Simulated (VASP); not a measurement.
# CoO (Fm-3m) in VASP: a series of runs

The runs below take CoO through single point, relaxation of cell and atoms, with PBE, BLYP, PBE+D3(BJ).

Program: VASP 6.6.1. These are calculated values, not measurements. Logs are shortened: lines on timing, memory, paths and dates and some standing lists are left out, and cuts for length are marked.

**1. The cell of the first run**

It takes space group Fm-3m (No. 225, cubic). Conventional cell: a = 4.263 Å, b = 4.263 Å, c = 4.263 Å, α = 90.00°, β = 90.00°, γ = 90.00°. Within 2.8 Å of Co (site symmetry m-3m) lie 6 O at 2.13 Å. Within 2.8 Å of O (site symmetry m-3m) lie 6 Co at 2.13 Å.

**2. Single point, PBE, collinear spin, ferromagnetic start**

Input file INCAR:

```
SYSTEM = CoO
  PREC = Accurate
  ENCUT = 520
  EDIFF = 1E-7
  ISMEAR = 0
  SIGMA = 0.027000000000000003
  LREAL = .FALSE.
  LASPH = .TRUE.
  NELM = 150
  ALGO = Normal
  ISIF = 2
  LWAVE = .FALSE.
  LCHARG = .TRUE.
  ISPIN = 2
  MAGMOM = 2 0
  LORBIT = 11
  LMAXMIX = 4
  GGA = PE
  LELF = .TRUE.
  LVHAR = .TRUE.
  NBANDS = 18
```

Input file KPOINTS:

```
regular mesh
0
G
  11 11 11
  0 0 0
```

Input file POSCAR:

```
CoO
1.0
    0.0000000000      2.1315000000      2.1315000000
    2.1315000000      0.0000000000      2.1315000000
    2.1315000000      2.1315000000      0.0000000000
Co O
1 1
Direct
    0.0000000000      0.0000000000      0.0000000000
    0.5000000000      0.5000000000      0.5000000000
```

Potentials or basis: VASP PAW PBE potentials, release 64 (Co, O).

Started as:

```bash
$ cat potpaw_PBE.64/Co/POTCAR potpaw_PBE.64/O/POTCAR > POTCAR
$ mpirun -np 1 vasp_std > vasp.out
```

OUTCAR:

```text
SYSTEM = CoO
   PREC = Accurate
   ENCUT = 520
   EDIFF = 1E-7
   ISMEAR = 0
   LREAL = .FALSE.
   LASPH = .TRUE.
   NELM = 150
   ISIF = 2
   ISPIN = 2
   LORBIT = 11
   GGA = PE

 ion  position               nearest neighbor table
   1  0.000  0.000  0.000-   2 2.13   2 2.13   2 2.13   2 2.13   2 2.13   2 2.13
   2  0.500  0.500  0.500-   1 2.13   1 2.13   1 2.13   1 2.13   1 2.13   1 2.13

  LATTYP: Found a face centered cubic cell.
 ALAT       =     4.2630000000

  Lattice vectors:

 A1 = (   0.0000000000,   2.1315000000,   2.1315000000)
 A2 = (   2.1315000000,   0.0000000000,   2.1315000000)
 A3 = (   2.1315000000,   2.1315000000,   0.0000000000)

Analysis of symmetry for initial positions (statically):
[... 25 lines left out ...]
The dynamic configuration has the point symmetry O_h .

Analysis of structural, dynamic, and magnetic symmetry:
=====================================================================
 Subroutine PRICEL returns:
[... 7 lines left out ...]
 out of a pool of 48 trial point group operations.

The overall configuration has the point symmetry O_h .

 Subroutine INISYM returns: Found 48 space group operations
[... 5 lines left out ...]
                                     Primitive cell

  volume of cell :      19.3681

  direct lattice vectors                    reciprocal lattice vectors
     0.000000000  2.131500000  2.131500000    -0.234576589  0.234576589  0.234576589
     2.131500000  0.000000000  2.131500000     0.234576589 -0.234576589  0.234576589
     2.131500000  2.131500000  0.000000000     0.234576589  0.234576589 -0.234576589

  length of vectors
     3.014396208  3.014396208  3.014396208     0.406298571  0.406298571  0.406298571

  position of ions in fractional coordinates (direct lattice)
     0.000000000  0.000000000  0.000000000
     0.500000000  0.500000000  0.500000000

  ion indices of the primitive-cell ions
   primitive index   ion index
                 1           1
                 2           2

----------------------------------------------------------------------------------------

 KPOINTS: regular mesh

Automatic generation of k-mesh.
 Grid dimensions read from file:
 generate k-points for:   11   11   11

 Generating k-lattice:

  Cartesian coordinates                     Fractional coordinates (reciprocal lattice)
    -0.021325144  0.021325144  0.021325144     0.090909091  0.000000000  0.000000000
     0.021325144 -0.021325144  0.021325144     0.000000000  0.090909091  0.000000000
     0.021325144  0.021325144 -0.021325144     0.000000000  0.000000000  0.090909091

  Length of vectors
     0.036936234  0.036936234  0.036936234

  Shift w.r.t. Gamma in fractional coordinates (k-lattice)
     0.000000000  0.000000000  0.000000000
[... 67 lines left out ...]
   EFERMI_NEDOS =   21; number of points for ismear=-14 and -15
   IALGO  =     38    algorithm
   IMIX   =      4    mixing-type and parameters
     AMIX     =   0.40;   BMIX     =  1.00
     AMIX_MAG =   1.60;   BMIX_MAG =  1.00
  volume/ion in A,a.u.               =       9.68        65.35
  Fermi-wavevector in a.u.,A,eV,Ry     =   1.503407  2.841027 30.752334  2.260233
  Thomas-Fermi vector in A             =   2.614521
   LORBIT       =     11    0 simple, 1 ext, 2 COOP (PROOUT), +10 PAW based schemes
   GGA     = PE    functional components
   LHFCALC =     F    Hartree Fock is set to
   AEXX    =    0.0000 exact exchange contribution
   IVDW    =     0    specifies the selected vdW correction
   LEPSILON=     F    determine dielectric tensor
   LRPA    =     F    only Hartree local field effects (RPA)
 spin polarized calculation
 Gauss-broadening in eV      SIGMA  =   0.03
  energy-cutoff  :      520.00
  volume of cell :       19.37
 maximum number of plane-waves:       534
   NGX = 11   NGY = 11   NGZ = 11

 number of electron      15.0000007 magnetization       2.9259408

 Free energy of the ion-electron system (eV)
  ---------------------------------------------------
  ext. energy  EPLUGINS =         0.00000000
  ---------------------------------------------------
  free energy    TOTEN  =       -13.04601659 eV

  energy without entropy =      -13.04444578  energy(sigma->0) =      -13.04523118

 E-fermi :   7.8848     XC(G=0): -12.3956

 val. band max:        7.8825024757   @ k =  -0.2727   0.1818   0.0000
 cond. band min:       7.8881949532   @ k =  -0.4545   0.0909   0.0000
 fundamental gap:      0.0056924775
 Fermi energy:         7.8848112523

 spin component 1

 k-point     1 :       0.0000    0.0000    0.0000
  band No.  band energies     occupation
      1     -12.2956      1.00000
      2       4.6047      1.00000
      3       4.6047      1.00000
      4       4.7677      1.00000
      5       4.7677      1.00000
      6       4.7677      1.00000
[... 493 lines left out ...]
     17      35.6115      0.00000
     18      37.4004      0.00000

 [... further k-points ...]

 spin component 2

 k-point     1 :       0.0000    0.0000    0.0000
  band No.  band energies     occupation
      1     -11.7834      1.00000
      2       5.3394      1.00000
      3       5.3394      1.00000
      4       5.3394      1.00000
      5       6.7815      1.00000
      6       6.7816      1.00000
[... 493 lines left out ...]
     17      36.2263      0.00000
     18      37.9879      0.00000

 [... further k-points ...]
[... 5 lines left out ...]
  --------------------------------------------------------------------------------------
  -------------------------------------------------------------------------------------
  Total       -0.2913251     -0.2913251     -0.2913251     -0.0000000      0.0000000     -0.0000000
  in kB      -24.0991944    -24.0991944    -24.0991944     -0.0000000      0.0000000     -0.0000000
  external PRESSURE =     -24.0991944 kB  Pullay stress =       0.0000000 kB

 VOLUME and BASIS-vectors are now :
 -----------------------------------------------------------------------------
  energy-cutoff  :      520.00
  volume of cell :       19.37
      direct lattice vectors                 reciprocal lattice vectors
     0.000000000  2.131500000  2.131500000    -0.234576589  0.234576589  0.234576589
     2.131500000  0.000000000  2.131500000     0.234576589 -0.234576589  0.234576589
     2.131500000  2.131500000  0.000000000     0.234576589  0.234576589 -0.234576589

 POSITION                                       TOTAL-FORCE (eV/Angst)
 -----------------------------------------------------------------------------------
      0.00000      0.00000      0.00000        -0.000000      0.000000      0.000000
      2.13150      2.13150      2.13150         0.000000     -0.000000     -0.000000
 -----------------------------------------------------------------------------------
    total drift:                                0.000000     -0.000000     -0.000000

  FREE ENERGIE OF THE ION-ELECTRON SYSTEM (eV)
  ---------------------------------------------------
  free  energy   TOTEN  =       -13.0460165871 eV

  energy  without entropy=      -13.0444457787  energy(sigma->0) =      -13.04523118

 total charge

# of ion       s       p       d       tot
------------------------------------------
    1        0.293   0.355   7.141   7.788
    2        1.556   3.423   0.000   4.979
--------------------------------------------------
tot          1.849   3.777   7.141  12.767

 magnetization (x)

# of ion       s       p       d       tot
------------------------------------------
    1        0.021   0.018   2.532   2.570
    2        0.029   0.277   0.000   0.305
--------------------------------------------------
tot          0.049   0.294   2.532   2.875
```

OSZICAR:

```text
N       E                     dE             d eps       ncg     rms          rms(c)
DAV:   1     0.777044117369E+02    0.77704E+02   -0.65255E+03  4168   0.954E+02
DAV:   2    -0.104244813381E+02   -0.88129E+02   -0.76074E+02  4286   0.221E+02
DAV:   3    -0.153933588223E+02   -0.49689E+01   -0.48230E+01  4776   0.560E+01
DAV:   4    -0.154444954269E+02   -0.51137E-01   -0.51097E-01  4908   0.540E+00
DAV:   5    -0.154456576591E+02   -0.11622E-02   -0.11620E-02  4918   0.809E-01    0.169E+01
DAV:   6    -0.143516345908E+02    0.10940E+01   -0.17213E+01  5194   0.609E+01    0.205E+01
DAV:   7    -0.131682840015E+02    0.11834E+01   -0.73270E+00  5038   0.477E+01    0.824E+00
DAV:   8    -0.130611050928E+02    0.10718E+00   -0.42485E-01  5698   0.995E+00    0.411E+00
DAV:   9    -0.130711886106E+02   -0.10084E-01   -0.25386E-01  5986   0.814E+00    0.301E+00
DAV:  10    -0.130466737428E+02    0.24515E-01   -0.11059E-01  5912   0.624E+00    0.432E-01
DAV:  11    -0.130461368756E+02    0.53687E-03   -0.15812E-02  5520   0.154E+00    0.345E-01
DAV:  12    -0.130459966874E+02    0.14019E-03   -0.16256E-03  5900   0.626E-01    0.442E-02
DAV:  13    -0.130460267675E+02   -0.30080E-04   -0.96906E-05  4724   0.882E-02    0.732E-02
DAV:  14    -0.130460169952E+02    0.97723E-05   -0.75229E-06  5788   0.274E-02    0.262E-02
DAV:  15    -0.130460164033E+02    0.59192E-06   -0.58533E-06  5794   0.450E-02    0.659E-03
DAV:  16    -0.130460165486E+02   -0.14527E-06   -0.22333E-06  6160   0.200E-02    0.279E-03
DAV:  17    -0.130460165871E+02   -0.38538E-07   -0.15460E-07  3528   0.375E-03
   1 F= -.13046017E+02 E0= -.13045231E+02  d E =-.157081E-02  mag=     2.9260
```

Run time: 44 s. Hardware: 1 thread of Intel Xeon Platinum 8488C (Sapphire Rapids), shared host; peak memory 0.16 GiB.

What came out:

| Property | Result |
| --- | --- |
| Free energy | -13.0460 eV |
| Pressure | -2.4 GPa |
| Net moment | 2.93 μB per cell |
| Site moments | Co +2.57; O +0.30 μB |
| Valence electrons inside the program's atomic spheres | Co 7.79; O 4.98 |

Levels at points of the mesh, in eV from the Fermi level:
Spin up:
| k point | band 7 | band 8 | band 9 | band 10 | band 11 | band 12 |
| --- | --- | --- | --- | --- | --- | --- |
| (0.00, 0.00, 0.00) | -3.08 | -3.08 | -3.08 | 0.98 | 16.85 | 18.11 |
Spin down:
| k point | band 2 | band 3 | band 4 | band 5 | band 6 | band 7 | band 8 | band 9 | band 10 | band 11 |
| --- | --- | --- | --- | --- | --- | --- | --- | --- | --- | --- |
| (0.00, 0.00, 0.00) | -2.55 | -2.55 | -2.55 | -1.10 | -1.10 | -1.10 | 0.06 | 0.06 | 1.52 | 16.75 |

Caveat: a cell with one magnetic atom can't hold antiferromagnetic order, which such compounds often take; semilocal functionals often make such compounds metallic where correlation or magnetic order opens a gap, which also shifts bond lengths. With open d or f shells a metallic result of PBE can be an artefact of self-interaction; +U or a hybrid may open a gap.

(Continued in part 2 of 3.)
